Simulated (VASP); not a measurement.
# FeO (Fm-3m) in VASP: a series of runs

The runs below take FeO through single point, with LDA+U.

All numbers are computed with VASP 6.6.1; they aren't measurements. Logs are shortened: lines on timing, memory, paths and dates and some standing lists are left out, and cuts for length are marked.

## 1. The cell of the first run

The structure is cubic, space group Fm-3m (No. 225). The conventional cell has a = 4.311 Å, b = 4.311 Å, c = 4.311 Å, α = 90.00°, β = 90.00°, γ = 90.00°. Within 2.9 Å of Fe (site symmetry m-3m) lie 6 O at 2.16 Å. Within 2.9 Å of O (site symmetry m-3m) lie 6 Fe at 2.16 Å.

## 2. Single point, LDA+U, collinear spin, ferromagnetic start

INCAR reads:

```
ALGO     = Normal         # electronic algorithm
EDIFF    = 1E-7           # SCF threshold, eV
ENCUT    = 520            # plane-wave cutoff, eV
ISIF     = 2              # what is computed and relaxed
ISMEAR   = 0              # smearing method
ISPIN    = 2              # spin polarisation
LASPH    = T              # aspherical terms in the spheres
LCHARG   = T              # write CHGCAR
LDAU     = T              # DFT+U
LDAUJ    = 0.9 0        
LDAUL    = 2 -1           # shell
LDAUPRINT= 1            
LDAUTYPE = 1            
LDAUU    = 5 0            # U, eV
LELF     = T              # ELF
LMAXMIX  = 4              # l up to which the mixer works
LORBIT   = 11             # projections on sites
LREAL    = F              # projectors in reciprocal space
LVHAR    = T            
LWAVE    = F              # write WAVECAR
MAGMOM   = 4 0            # initial moments
NBANDS   = 18             # bands
NELM     = 150            # most SCF steps
PREC     = Accurate       # precision mode
SIGMA    = 0.05           # smearing width, eV
```

KPOINTS reads:

```
k-points
0
Gamma
  8 8 8
```

POSCAR reads:

```
FeO
1.0
    0.0000000000      2.1554001600      2.1554001600
    2.1554001600      0.0000000000      2.1554001600
    2.1554001600      2.1554001600      0.0000000000
Fe O
1 1
Direct
    0.0000000000      0.0000000000      0.0000000000
    0.5000000000      0.5000000000      0.5000000000
```

Potentials or basis: VASP PAW LDA potentials, release 64 (Fe, O).

Launch:

```console
$ cat potpaw_LDA.64/Fe/POTCAR potpaw_LDA.64/O/POTCAR > POTCAR
$ mpirun -np 1 vasp_std > vasp.out
```

OUTCAR:

```text
EDIFF = 1E-7
   ENCUT = 520
   ISIF = 2
   ISMEAR = 0
   ISPIN = 2
   LASPH = T
   LORBIT = 11
   LREAL = F
   NELM = 150
   PREC = Accurate

 ion  position               nearest neighbor table
   1  0.000  0.000  0.000-   2 2.16   2 2.16   2 2.16   2 2.16   2 2.16   2 2.16
   2  0.500  0.500  0.500-   1 2.16   1 2.16   1 2.16   1 2.16   1 2.16   1 2.16

  LATTYP: Found a face centered cubic cell.
 ALAT       =     4.3108003200

  Lattice vectors:

 A1 = (   0.0000000000,   2.1554001600,   2.1554001600)
 A2 = (   2.1554001600,   0.0000000000,   2.1554001600)
 A3 = (   2.1554001600,   2.1554001600,   0.0000000000)

Analysis of symmetry for initial positions (statically):
=====================================================================
 Subroutine PRICEL returns:
 Original cell was already a primitive cell.

 Routine SETGRP: Setting up the symmetry group for a
 face centered cubic supercell.

 Subroutine GETGRP returns: Found 48 space group operations
 (whereof 48 operations were pure point group operations)
 out of a pool of 48 trial point group operations.

The static configuration has the point symmetry O_h .

Analysis of symmetry for dynamics (positions and initial velocities):
=====================================================================
 Subroutine PRICEL returns:
 Original cell was already a primitive cell.

 Routine SETGRP: Setting up the symmetry group for a
 face centered cubic supercell.

 Subroutine GETGRP returns: Found 48 space group operations
 (whereof 48 operations were pure point group operations)
 out of a pool of 48 trial point group operations.

The dynamic configuration has the point symmetry O_h .

Analysis of structural, dynamic, and magnetic symmetry:
=====================================================================
 Subroutine PRICEL returns:
 Original cell was already a primitive cell.

 Routine SETGRP: Setting up the symmetry group for a
 face centered cubic supercell.

 Subroutine GETGRP returns: Found 48 space group operations
 (whereof 48 operations were pure point group operations)
 out of a pool of 48 trial point group operations.

The overall configuration has the point symmetry O_h .

 Subroutine INISYM returns: Found 48 space group operations
 (whereof 48 operations are pure point group operations),
 and found     1 'primitive' translations

----------------------------------------------------------------------------------------

                                     Primitive cell

  volume of cell :      20.0269

  direct lattice vectors                    reciprocal lattice vectors
     0.000000000  2.155400160  2.155400160    -0.231975486  0.231975486  0.231975486
     2.155400160  0.000000000  2.155400160     0.231975486 -0.231975486  0.231975486
     2.155400160  2.155400160  0.000000000     0.231975486  0.231975486 -0.231975486

  length of vectors
     3.048196139  3.048196139  3.048196139     0.401793328  0.401793328  0.401793328

  position of ions in fractional coordinates (direct lattice)
     0.000000000  0.000000000  0.000000000
     0.500000000  0.500000000  0.500000000

  ion indices of the primitive-cell ions
   primitive index   ion index
                 1           1
                 2           2

----------------------------------------------------------------------------------------

 KPOINTS: k-points

Automatic generation of k-mesh.
 Grid dimensions read from file:
 generate k-points for:    8    8    8
[... 63 lines left out ...]
   NELM   =    150;   NELMIN=  2; NELMDL= -5     # of ELM steps
   EDIFF  = 0.1E-06   stopping-criterion for ELM
   LREAL  =      F    real-space projection
   EDIFFG = 0.1E-05   stopping-criterion for IOM
   NSW    =      0    number of steps for IOM
   IBRION =     -1    ionic relax: 0-MD 1-quasi-New 2-CG
   NFREE  =      0    steps in history (QN), initial steepest desc. (CG)
   ISIF   =      2    stress and relaxation
   ISYM   =      2    0-nonsym 1-usesym 2-fastsym
   POTIM  = 0.5000    time-step for ionic-motion
   TEBEG  =    0.0;   TEEND  =   0.0 temperature during run
   PSTRESS=    0.0 pullay stress
   NELECT =      14.0000    total number of electrons
   NUPDOWN=      -1.0000    fix difference up-down
   EMIN   =  10.00;   EMAX   =-10.00  energy-range for DOS
   EFERMI =   0.00;   METHOD = LEGACY
   ISMEAR =     0;   SIGMA  =   0.05  broadening in eV -4-tet -1-fermi 0-gaus
   EFERMI_NEDOS =   21; number of points for ismear=-14 and -15
   IALGO  =     38    algorithm
   IMIX   =      4    mixing-type and parameters
     AMIX     =   0.40;   BMIX     =  1.00
     AMIX_MAG =   1.60;   BMIX_MAG =  1.00
  volume/ion in A,a.u.               =      10.01        67.57
  Fermi-wavevector in a.u.,A,eV,Ry     =   1.452935  2.745650 28.722183  2.111021
  Thomas-Fermi vector in A             =   2.570260
   LORBIT       =     11    0 simple, 1 ext, 2 COOP (PROOUT), +10 PAW based schemes
 LDA+U is selected, type is set to LDAUTYPE =  1
   angular momentum for each species LDAUL =     2   -1
   U (eV)           for each species LDAUU =   5.0  0.0
   J (eV)           for each species LDAUJ =   0.9  0.0
   GGA     = CA    functional components
   LHFCALC =     F    Hartree Fock is set to
   AEXX    =    0.0000 exact exchange contribution
   IVDW    =     0    specifies the selected vdW correction
   LEPSILON=     F    determine dielectric tensor
   LRPA    =     F    only Hartree local field effects (RPA)
 spin polarized calculation
 Gauss-broadening in eV      SIGMA  =   0.05
  energy-cutoff  :      520.00
  volume of cell :       20.03
 maximum number of plane-waves:       553
   NGX = 11   NGY = 11   NGZ = 11

atom =   1  type =  1  l = 2

 onsite density matrix

spin component  1

  0.9663 -0.0000  0.0000 -0.0000  0.0000
 -0.0000  0.9663 -0.0000  0.0000 -0.0000
  0.0000 -0.0000  1.0180  0.0000 -0.0000
 -0.0000  0.0000  0.0000  0.9663  0.0000
  0.0000 -0.0000 -0.0000  0.0000  1.0180

spin component  2

  0.3176  0.0000 -0.0000 -0.0000 -0.0000
  0.0000  0.3176 -0.0000 -0.0000  0.0000
 -0.0000 -0.0000  0.1166 -0.0000  0.0000
 -0.0000 -0.0000 -0.0000  0.3176  0.0000
 -0.0000  0.0000  0.0000  0.0000  0.1166

 occupancies and eigenvectors

  o =  0.1166  v =  0.0000  0.0000  0.0000  0.0000  0.0000  0.0000  0.0000  0.0097  0.0000 -1.0000      0.0000  0.0000  0.0000  0.0000  0.0000  0.0000  0.0000  0.0000  0.0000  0.0000
  o =  0.1166  v =  0.0000  0.0000  0.0000  0.0000  0.0000  0.0000 -0.0000  1.0000  0.0000  0.0097      0.0000  0.0000  0.0000  0.0000  0.0000  0.0000  0.0000  0.0000  0.0000  0.0000
  o =  0.3176  v =  0.0000  0.0000  0.0000  0.0000  0.0000  0.0000 -1.0000 -0.0000  0.0089 -0.0000      0.0000  0.0000  0.0000  0.0000  0.0000  0.0000  0.0000  0.0000  0.0000  0.0000
  o =  0.3176  v =  0.0000  0.0000  0.0000  0.0000  0.0000  1.0000  0.0000  0.0000  0.0000  0.0000      0.0000  0.0000  0.0000  0.0000  0.0000  0.0000  0.0000  0.0000  0.0000  0.0000
  o =  0.3176  v =  0.0000  0.0000  0.0000  0.0000  0.0000  0.0000 -0.0089  0.0000 -1.0000 -0.0000      0.0000  0.0000  0.0000  0.0000  0.0000  0.0000  0.0000  0.0000  0.0000  0.0000
  o =  0.9663  v =  1.0000  0.0000  0.0000  0.0000  0.0000  0.0000  0.0000  0.0000  0.0000  0.0000      0.0000  0.0000  0.0000  0.0000  0.0000  0.0000  0.0000  0.0000  0.0000  0.0000
  o =  0.9663  v =  0.0000 -0.1857  0.0000 -0.9826 -0.0000  0.0000  0.0000  0.0000  0.0000  0.0000      0.0000  0.0000  0.0000  0.0000  0.0000  0.0000  0.0000  0.0000  0.0000  0.0000
  o =  0.9663  v =  0.0000  0.9826 -0.0000 -0.1857 -0.0000  0.0000  0.0000  0.0000  0.0000  0.0000      0.0000  0.0000  0.0000  0.0000  0.0000  0.0000  0.0000  0.0000  0.0000  0.0000
  o =  1.0180  v =  0.0000  0.0000  1.0000  0.0000  0.0041  0.0000  0.0000  0.0000  0.0000  0.0000      0.0000  0.0000  0.0000  0.0000  0.0000  0.0000  0.0000  0.0000  0.0000  0.0000
  o =  1.0180  v =  0.0000  0.0000 -0.0041 -0.0000  1.0000  0.0000  0.0000  0.0000  0.0000  0.0000      0.0000  0.0000  0.0000  0.0000  0.0000  0.0000  0.0000  0.0000  0.0000  0.0000

 number of electron      13.9999998 magnetization       4.0039120

 Free energy of the ion-electron system (eV)
  ---------------------------------------------------
  ext. energy  EPLUGINS =         0.00000000
  ---------------------------------------------------
  free energy    TOTEN  =       -14.35902404 eV

  energy without entropy =      -14.35725807  energy(sigma->0) =      -14.35814105

 E-fermi :   6.2834     XC(G=0): -12.6153

 val. band max:        6.2605434195   @ k =  -0.3750   0.2500   0.0000
 cond. band min:       6.3247707367   @ k =   0.2500   0.1250   0.0000
 fundamental gap:      0.0642273172
 Fermi energy:         6.2833755206

 spin component 1

 k-point     1 :       0.0000    0.0000    0.0000
  band No.  band energies     occupation
      1     -14.3275      1.00000
      2      -0.0099      1.00000
      3      -0.0099      1.00000
      4       0.2095      1.00000
      5       0.2095      1.00000
      6       0.2095      1.00000
[... 1001 lines left out ...]
     17      32.9188      0.00000
     18      34.8798      0.00000

 [... further k-points ...]

------------------------ aborting loop because EDIFF is reached ----------------------------------------

  FORCE on cell =-STRESS in cart. coord.  units (eV):
  Direction    XX          YY          ZZ          XY          YZ          ZX
  --------------------------------------------------------------------------------------
  -------------------------------------------------------------------------------------
  Total       -1.9647358     -1.9647358     -1.9647358     -0.0000000      0.0000000     -0.0000000
  in kB     -157.1813503   -157.1813503   -157.1813503     -0.0000000      0.0000000     -0.0000000
  external PRESSURE =    -157.1813503 kB  Pullay stress =       0.0000000 kB

 VOLUME and BASIS-vectors are now :
 -----------------------------------------------------------------------------
  energy-cutoff  :      520.00
  volume of cell :       20.03
      direct lattice vectors                 reciprocal lattice vectors
     0.000000000  2.155400160  2.155400160    -0.231975486  0.231975486  0.231975486
     2.155400160  0.000000000  2.155400160     0.231975486 -0.231975486  0.231975486
     2.155400160  2.155400160  0.000000000     0.231975486  0.231975486 -0.231975486

 POSITION                                       TOTAL-FORCE (eV/Angst)
 -----------------------------------------------------------------------------------
      0.00000      0.00000      0.00000         0.000000      0.000000      0.000000
      2.15540      2.15540      2.15540        -0.000000     -0.000000     -0.000000
 -----------------------------------------------------------------------------------
    total drift:                                0.000000     -0.000000      0.000000

  FREE ENERGIE OF THE ION-ELECTRON SYSTEM (eV)
  ---------------------------------------------------
  free  energy   TOTEN  =       -14.3590240350 eV

  energy  without entropy=      -14.3572580701  energy(sigma->0) =      -14.35814105

 total charge

# of ion       s       p       d       tot
------------------------------------------
    1        0.300   0.374   6.097   6.771
    2        1.540   3.433   0.000   4.973
--------------------------------------------------
tot          1.840   3.807   6.097  11.744

 magnetization (x)

# of ion       s       p       d       tot
------------------------------------------
    1        0.023   0.020   3.744   3.787
    2        0.022   0.192   0.000   0.214
--------------------------------------------------
tot          0.045   0.212   3.744   4.001
```

Wall time 7.7 s (1 thread of Intel Xeon 6975P-C (Granite Rapids), shared host); peak memory 0.14 GiB.

Results:

- Free energy: -14.3590 eV
- Pressure: -15.7 GPa
- Band gap on the k mesh: zero (filled and empty bands overlap)
- Net moment: 4.00 μB per cell
- Site moments: Fe +3.79; O +0.21 μB
- Valence electrons inside the program's atomic spheres: Fe 6.77; O 4.97

Eigenvalues of the final occupation matrices:
```
    site  spin  trace               eigenvalues
site 1 d     1   4.93  0.97 0.97 0.97 1.02 1.02
site 1 d     2   1.19  0.12 0.12 0.32 0.32 0.32
```

Caveat: a cell with one magnetic atom can't hold antiferromagnetic order, which such compounds often take.

## 3. Single point, LDA+U, collinear spin, ferromagnetic start

INCAR reads:

```
SYSTEM = FeO
ALGO = Normal ; EDIFF = 1E-7
ENCUT = 520 ; ISIF = 2
ISMEAR = 0 ; ISPIN = 2
LASPH = .True. ; LCHARG = .False.
LDAU = .True. ; LDAUJ = 0.9 0
LDAUL = 2 -1 ; LDAUPRINT = 1
LDAUTYPE = 1 ; LDAUU = 5 0
LMAXMIX = 4 ; LORBIT = 11
LREAL = .False. ; LWAVE = .False.
MAGMOM = 3.78 0.25 ; NBANDS = 18
NELM = 150 ; PREC = Accurate
SIGMA = 0.05
```

KPOINTS reads:

```
k-points
0
Gamma
  8 8 8
  0 0 0
```

POSCAR is that of step 2.

Potentials or basis: VASP PAW LDA potentials, release 64 (Fe, O).

Launch:

```console
$ cat potpaw_LDA.64/Fe/POTCAR potpaw_LDA.64/O/POTCAR > POTCAR
$ mpirun -np 1 vasp_std > vasp.out
```

Wall time 7.2 s (1 thread of Intel Xeon 6975P-C (Granite Rapids), shared host); peak memory 0.13 GiB.

The run converged. Its results:

```
Free energy                                           : -14.3590 eV
Pressure                                              : -15.7 GPa
Band gap on the k mesh                                : zero (filled and empty bands overlap)
Net moment                                            : 4.00 μB per cell
Site moments                                          : Fe +3.79; O +0.21 μB
Valence electrons inside the program's atomic spheres : Fe 6.77; O 4.97
```

Levels at points of the mesh, in eV from the Fermi level:
Spin up:
```csv
k point,band 5,band 6,band 7,band 8,band 9,band 10,band 11,band 12,band 13,band 14
"(0.00, 0.00, 0.00)",-6.07,-6.07,-3.94,-3.94,-3.94,-0.15,14.98,15.20,15.20,15.20
"(0.50, 0.00, 0.00)",-5.36,-5.36,-4.32,-1.64,-1.64,3.68,8.05,12.00,12.00,18.08
"(0.50, 0.50, 0.00)",-5.28,-5.15,-5.15,-5.08,-5.08,4.78,8.41,9.20,14.24,14.24
```
Spin down:
```tsv
k point	band 1	band 2	band 3	band 4	band 5	band 6	band 7	band 8	band 9	band 10
(0.00, 0.00, 0.00)	-20.18	-3.50	-3.50	-3.50	-0.77	-0.77	-0.77	0.55	0.96	0.96
(0.50, 0.00, 0.00)	-18.93	-8.29	-5.11	-5.11	0.40	0.40	0.55	3.34	3.34	4.21
(0.50, 0.50, 0.00)	-18.84	-7.17	-4.69	-4.69	-2.17	0.74	0.74	1.53	1.89	6.01
```

Eigenvalues of the final occupation matrices:
| site | spin | trace | eigenvalues |
| --- | --- | --- | --- |
| site 1 d | 1 | 4.93 | 0.97 0.97 0.97 1.02 1.02 |
| site 1 d | 2 | 1.19 | 0.12 0.12 0.32 0.32 0.32 |

Caveat: a cell with one magnetic atom can't hold antiferromagnetic order, which such compounds often take.
